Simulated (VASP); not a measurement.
# Al (C2/m) in VASP: single point with PBEsol

Aim: the single point of Al with PBEsol.

Program: VASP 6.6.1. These are calculated values, not measurements. Logs are shortened: lines on timing, memory, paths and dates and some standing lists are left out, and cuts for length are marked.

## Step 1: The cell of the first run

Symmetry: C2/m, No. 12, monoclinic system. The conventional cell has a = 21.068 Å, b = 4.544 Å, c = 2.782 Å, α = 90.00°, β = 95.05°, γ = 90.00°. Within 2.1 Å of Al (site symmetry m) lie 1 Al at 1.61 Å. Within 3.7 Å of Al (site symmetry m) lie 14 Al at 2.78 to 3.21 Å. Within 3.7 Å of Al (site symmetry m) lie 14 Al at 2.78 to 3.59 Å. Al (site symmetry m) has 14 Al at 2.78 to 3.21 Å within 3.7 Å.

## Step 2: Single point, PBEsol (the part above a cut slid along it)

INCAR

```
PREC     = Accurate       # precision mode
ENCUT    = 500            # plane-wave cutoff, eV
EDIFF    = 1E-6           # SCF threshold, eV
ISMEAR   = 0              # smearing method
SIGMA    = 0.15           # smearing width, eV
LREAL    = False          # projectors in reciprocal space
LASPH    = True           # aspherical terms in the spheres
NELM     = 120            # most SCF steps
ALGO     = Normal         # electronic algorithm
ISIF     = 2              # what is computed and relaxed
LWAVE    = False          # write WAVECAR
LCHARG   = False          # write CHGCAR
GGA      = PS             # functional
ISYM     = 0            
NBANDS   = 22             # bands
GGA_COMPAT= False
```

KPOINTS

```
regular mesh
0
Gamma
  21 13 6
```

POSCAR

```
Al
1.0
   -1.6064390039      1.6064390039     -1.6064390039
   -3.2128780077     -3.2128780077      0.0000000000
   -6.4257560154      3.2128780077      8.0321950194
Al
8
Direct
    0.6250000000      0.4687500000      0.0625000000
    0.0000000000     -0.4687500000      0.9375000000
    0.8750000000      0.3437500000      0.3125000000
    0.2500000000     -0.0937500000      0.1875000000
    0.1250000000      0.2187500000      0.5625000000
    0.5000000000     -0.2187500000      0.4375000000
    0.3750000000      0.0937500000      0.8125000000
    0.7500000000     -0.3437500000      0.6875000000
```

Potentials or basis: VASP PAW PBE potentials, release 64 (Al).

Started as:

```sh
$ cat potpaw_PBE.64/Al/POTCAR > POTCAR
$ mpirun -np 1 vasp_std > vasp.out
```

OUTCAR:

```text
PREC = Accurate
   ENCUT = 500
   EDIFF = 1E-6
   ISMEAR = 0
   LREAL = False
   LASPH = True
   NELM = 120
   ISIF = 2
   GGA = PS
   ISYM = 0

 ion  position               nearest neighbor table
   1  0.625  0.469  0.062-   2 1.61   2 2.27   4 2.78   4 2.78   3 2.78   4 3.21   4 3.21   3 3.21

   2  0.000  0.531  0.938-   1 1.61   1 2.27   7 2.78   7 2.78   8 2.78   7 3.21   7 3.21   8 3.21

   3  0.875  0.344  0.312-   4 2.78   4 2.78   6 2.78   6 2.78   1 2.78   5 2.78   6 3.21   4 3.21
                             6 3.21   4 3.21   1 3.21   5 3.21
   4  0.250  0.906  0.188-   1 2.78   1 2.78   3 2.78   3 2.78   6 2.78   3 3.21   1 3.21   3 3.21
                             1 3.21   6 3.21
   5  0.125  0.219  0.562-   6 2.78   6 2.78   8 2.78   8 2.78   3 2.78   7 2.78   8 3.21   6 3.21
                             8 3.21   6 3.21   3 3.21   7 3.21
   6  0.500  0.781  0.438-   3 2.78   3 2.78   5 2.78   5 2.78   8 2.78   4 2.78   5 3.21   3 3.21
                             5 3.21   3 3.21   4 3.21   8 3.21
   7  0.375  0.094  0.812-   8 2.78   2 2.78   8 2.78   2 2.78   5 2.78   2 3.21   8 3.21   2 3.21
                             8 3.21   5 3.21
   8  0.750  0.656  0.688-   5 2.78   5 2.78   7 2.78   7 2.78   2 2.78   6 2.78   7 3.21   5 3.21
                             7 3.21   5 3.21   2 3.21   6 3.21

 -----------------------------------------------------------------------------
|                                                                             |
|           W    W    AA    RRRRR   N    N  II  N    N   GGGG   !!!           |
|           W    W   A  A   R    R  NN   N  II  NN   N  G    G  !!!           |
|           W    W  A    A  R    R  N N  N  II  N N  N  G       !!!           |
|           W WW W  AAAAAA  RRRRR   N  N N  II  N  N N  G  GGG   !            |
|           WW  WW  A    A  R   R   N   NN  II  N   NN  G    G                |
|           W    W  A    A  R    R  N    N  II  N    N   GGGG   !!!           |
|                                                                             |
|     The distance between some ions is very small. Please check the          |
|     nearest-neighbor list in the OUTCAR file.                               |
|     I HOPE YOU KNOW WHAT YOU ARE DOING!                                     |
|                                                                             |
 -----------------------------------------------------------------------------

IMPORTANT INFORMATION: All symmetrisations will be switched off!
NOSYMM: (Re-)initialisation of all symmetry stuff for point group C_1.

----------------------------------------------------------------------------------------

                                     Primitive cell

  volume of cell :     132.6608

  direct lattice vectors                    reciprocal lattice vectors
[... 131 lines left out ...]
   PSTRESS=    0.0 pullay stress
   NELECT =      24.0000    total number of electrons
   NUPDOWN=      -1.0000    fix difference up-down
   EMIN   =  10.00;   EMAX   =-10.00  energy-range for DOS
   EFERMI =   0.00;   METHOD = LEGACY
   ISMEAR =     0;   SIGMA  =   0.15  broadening in eV -4-tet -1-fermi 0-gaus
   EFERMI_NEDOS =   21; number of points for ismear=-14 and -15
   IALGO  =     38    algorithm
   IMIX   =      4    mixing-type and parameters
     AMIX     =   0.40;   BMIX     =  1.00
     AMIX_MAG =   1.60;   BMIX_MAG =  1.00
  volume/ion in A,a.u.               =      16.58       111.90
  Fermi-wavevector in a.u.,A,eV,Ry     =   0.925901  1.749698 11.664164  0.857292
  Thomas-Fermi vector in A             =   2.051805
   LORBIT       =      0    0 simple, 1 ext, 2 COOP (PROOUT), +10 PAW based schemes
   GGA     = PS    functional components
   LHFCALC =     F    Hartree Fock is set to
   AEXX    =    0.0000 exact exchange contribution
   IVDW    =     0    specifies the selected vdW correction
   LEPSILON=     F    determine dielectric tensor
   LRPA    =     F    only Hartree local field effects (RPA)
 non-spin polarized calculation
 Gauss-broadening in eV      SIGMA  =   0.15
  energy-cutoff  :      500.00
  volume of cell :      132.66
 maximum number of plane-waves:      3399
   NGX = 11   NGY = 17   NGZ = 39

 number of electron      24.0000000 magnetization

 Free energy of the ion-electron system (eV)
  ---------------------------------------------------
  ext. energy  EPLUGINS =         0.00000000
  ---------------------------------------------------
  free energy    TOTEN  =       -23.02449729 eV

  energy without entropy =      -22.98754838  energy(sigma->0) =      -23.00602284

 E-fermi :   7.7697     XC(G=0): -10.1753

 val. band max:        7.7694368739   @ k =  -0.0476   0.0000   0.3333
 cond. band min:       7.7709420992   @ k =   0.4762   0.3846   0.0000
 fundamental gap:      0.0015052253
 Fermi energy:         7.7697414672

 k-point     1 :       0.0000    0.0000    0.0000
  band No.  band energies     occupation
      1      -3.3669      2.00000
      2      -2.1400      2.00000
      3      -1.9528      2.00000
      4       1.5605      2.00000
      5       2.0069      2.00000
      6       3.7849      2.00000
[... 589 lines left out ...]
     21      10.8970      0.00000
     22      11.4044      0.00000

 [... further k-points ...]
[... 5 lines left out ...]
  --------------------------------------------------------------------------------------
  -------------------------------------------------------------------------------------
  Total        1.7288008      1.7857504     41.8947667     -2.3434778      0.5987270     -0.5618223
  in kB       20.8791516     21.5669459    505.9733696    -28.3027556      7.2309725     -6.7852662
  external PRESSURE =     182.8064890 kB  Pullay stress =       0.0000000 kB

 VOLUME and BASIS-vectors are now :
 -----------------------------------------------------------------------------
  energy-cutoff  :      500.00
  volume of cell :      132.66
      direct lattice vectors                 reciprocal lattice vectors
    -1.606439004  1.606439004 -1.606439004    -0.194529639  0.194529639 -0.233435567
    -3.212878008 -3.212878008  0.000000000    -0.136170748 -0.175076675 -0.038905928
    -6.425756015  3.212878008  8.032195019    -0.038905928  0.038905928  0.077811856

 POSITION                                       TOTAL-FORCE (eV/Angst)
 -----------------------------------------------------------------------------------
     -2.91167     -0.30121     -0.50201        -1.940353      1.944001     26.297577
     -7.73099      1.30523      7.53018         1.940347     -1.943995    -26.297566
     -4.51811      1.30523      1.10443        -0.025835      0.028728      0.100583
     -4.51811     -1.90765      1.10443         0.172672     -0.177983     -0.066968
     -4.51811      1.30523      4.31730         0.004621      0.001071     -0.014559
     -6.12455     -0.30121      2.71087        -0.004615     -0.001077      0.014548
     -6.12455      2.91167      5.92374        -0.172674      0.177986      0.066972
     -7.73099      1.30523      4.31730         0.025837     -0.028730     -0.100588
 -----------------------------------------------------------------------------------
    total drift:                                0.000000     -0.000000     -0.000001

  FREE ENERGIE OF THE ION-ELECTRON SYSTEM (eV)
  ---------------------------------------------------
  free  energy   TOTEN  =       -23.0244972919 eV

  energy  without entropy=      -22.9875483822  energy(sigma->0) =      -23.00602284
```

OSZICAR:

```text
N       E                     dE             d eps       ncg     rms          rms(c)
DAV:   1     0.302126527397E+02    0.30213E+02   -0.84116E+03 36080   0.852E+02
DAV:   2    -0.219348146066E+02   -0.52147E+02   -0.49611E+02 44776   0.116E+02
DAV:   3    -0.241795969948E+02   -0.22448E+01   -0.21962E+01 47570   0.202E+01
DAV:   4    -0.242098787472E+02   -0.30282E-01   -0.30242E-01 43020   0.269E+00
DAV:   5    -0.242103603932E+02   -0.48165E-03   -0.48163E-03 46450   0.373E-01    0.542E+00
DAV:   6    -0.231890418679E+02    0.10213E+01   -0.37732E+00 41672   0.750E+00    0.248E+00
DAV:   7    -0.230764630681E+02    0.11258E+00   -0.97216E-01 41418   0.389E+00    0.144E+00
DAV:   8    -0.230353558900E+02    0.41107E-01   -0.67834E-02 44428   0.124E+00    0.634E-01
DAV:   9    -0.230255540387E+02    0.98019E-02   -0.81760E-03 44194   0.393E-01    0.217E-01
DAV:  10    -0.230247445773E+02    0.80946E-03   -0.71353E-04 43616   0.113E-01    0.131E-01
DAV:  11    -0.230245026823E+02    0.24190E-03   -0.20090E-04 46412   0.556E-02    0.544E-02
DAV:  12    -0.230244976308E+02    0.50515E-05   -0.14523E-05 44082   0.173E-02    0.806E-03
DAV:  13    -0.230244972919E+02    0.33887E-06   -0.12824E-06 28238   0.510E-03
   1 F= -.23024497E+02 E0= -.23006023E+02  d E =-.369489E-01
```

stdout:

```text
POSCAR found type information on POSCAR Al
 POSCAR found :  1 types and       8 ions
 scaLAPACK will be used
 -----------------------------------------------------------------------------
|                                                                             |
|                                                                             |
[... 36 lines left out ...]
|     Results are often still useful ...                                      |
|                                                                             |
 -----------------------------------------------------------------------------

 POSCAR, INCAR and KPOINTS ok, starting setup
 FFT: planning ... GRIDC
 FFT: planning ... GRID_SOFT
 FFT: planning ... GRID
 WAVECAR not read
 entering main loop
```

Wall time 56 min (1 thread of Oxide Virtual Turin-like, shared host); peak memory 1.4 GiB.

Results:

```yaml
Free_energy: -23.0245 eV
Pressure: 18.3 GPa
Largest_force: 26.441 eV/Å
Band_gap_on_the_k_mesh: zero (bands 12 and 13 overlap by 4.05 eV)
```

Forces on the atoms (eV/Å):
```
Al   -1.940   1.944  26.298
Al    1.940  -1.944 -26.298
Al   -0.026   0.029   0.101
Al    0.173  -0.178  -0.067
Al    0.005   0.001  -0.015
Al   -0.005  -0.001   0.015
Al   -0.173   0.178   0.067
Al    0.026  -0.029  -0.101
```

Stress tensor (GPa, compression positive):
```
 2.09 -2.83 -0.68
-2.83  2.16  0.72
-0.68  0.72 50.60
```

Caveat: the cell differs from its parent crystal (the part above a cut slid along it); atoms lie so close that the PAW spheres overlap strongly, which falsifies energies and pressures; the stress differs along the axes, from 2 to 51 GPa; the PAW data sets were made with another functional, which shifts forces and pressure a little.
